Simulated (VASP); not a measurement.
A run of VASP 6.6.1 is set up as follows.

The input POSCAR:

```
Cr
1.0
   -1.4149597590      1.4149597590      1.4149597590
    1.4149597590     -1.4149597590      1.4149597590
    1.4149597590      1.4149597590     -1.4149597590
Cr
1
Direct
    0.0000000000      0.0000000000      0.0000000000
```

INCAR.step1

```
ALGO = Normal ; EDIFF = 1E-5
ENCUT = 550 ; GGA = PE
GGA_COMPAT = False ; ISMEAR = -1
LASPH = True ; LCHARG = False
LREAL = False ; LWAVE = True
NBANDS = 12 ; NELM = 120
PREC = Accurate ; SIGMA = 0.6
```

Contents of INCAR.step2:

```
ALGO = Normal ; EDIFF = 1E-6
ENCUT = 550 ; GGA_COMPAT = False
ISIF = 2 ; ISMEAR = -1
ISTART = 1 ; LASPH = True
LCHARG = False ; LMIXTAU = True
LREAL = False ; LWAVE = False
METAGGA = R2SCAN ; NBANDS = 12
NELM = 120 ; PREC = Accurate
SIGMA = 0.6
```

KPOINTS

```
k-points
0
Gamma
  15 15 15
```

Potentials or basis: VASP PAW PBE potentials, release 64 (Cr_pv).

Run with:

```console
$ cat potpaw_PBE.64/Cr_pv/POTCAR > POTCAR
$ cp INCAR.step1 INCAR
$ mpirun -np 1 vasp_std > vasp.out
$ cp INCAR.step2 INCAR
$ mpirun -np 1 vasp_std > vasp.out
```

What does it give for the band gap on the k mesh?

Zero (band 6 reaches 13.86 eV, above the bottom of band 7 at 10.42 eV).

Predict the pressure.

13.0 GPa.

Caveat: the PAW data sets were made with another functional, which shifts forces and pressure a little; the run has no spin polarisation, though such a crystal can be magnetic. Spin polarisation is off, so any magnetic state and its effect on volume and gap are missing.
